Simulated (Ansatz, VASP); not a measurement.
**Two plane-wave programs on CuCl**

```
Cl Cu
1.0
     3.74123    0.00000    0.00000
    -1.87062    3.24000    0.00000
     0.00000    0.00000   24.92779
Cl Cu
4 4
Direct
  0.00000 0.00000 0.30898
  0.33333 0.66667 0.43019
  0.66667 0.33333 0.55093
  0.00000 0.00000 0.68380
  0.33333 0.66667 0.32995
  0.66667 0.33333 0.45610
  0.00000 0.00000 0.58913
  0.33333 0.66667 0.65090
```

Alike in both runs: functional PBEsol; k mesh 9 × 9 × 1; occupations gaussian, width 0.05 eV; no spin polarisation.

Ansatz relaxed the structure, and its values are those at the end. VASP's run is a single point on that final structure, the one shown.

```csv
,VASP,Ansatz
version,VASP 6.6.1,Ansatz 0.2.0
potentials or method,"VASP PAW PBE potentials, release 64 (Cl, Cu), cutoff 520 eV","scalar-relativistic, plane waves, PAW"
valence electrons in the cell,72,104
```

VASP gave:

- gap on the k mesh at the Fermi level (eV): none
- rms of the force components (eV/Å): 0.010

Q: Estimate Ansatz's values.

A: gap on the k mesh at the Fermi level (eV): none; rms of the force components (eV/Å): 0.004.

VASP's potentials were made for PBE, not for PBEsol. A gap of «none» marks a metal or a gap that the smearing closes. VASP's potentials hold 72 valence electrons a cell and Ansatz's 104, so a difference there can come from the potentials and not from the codes.
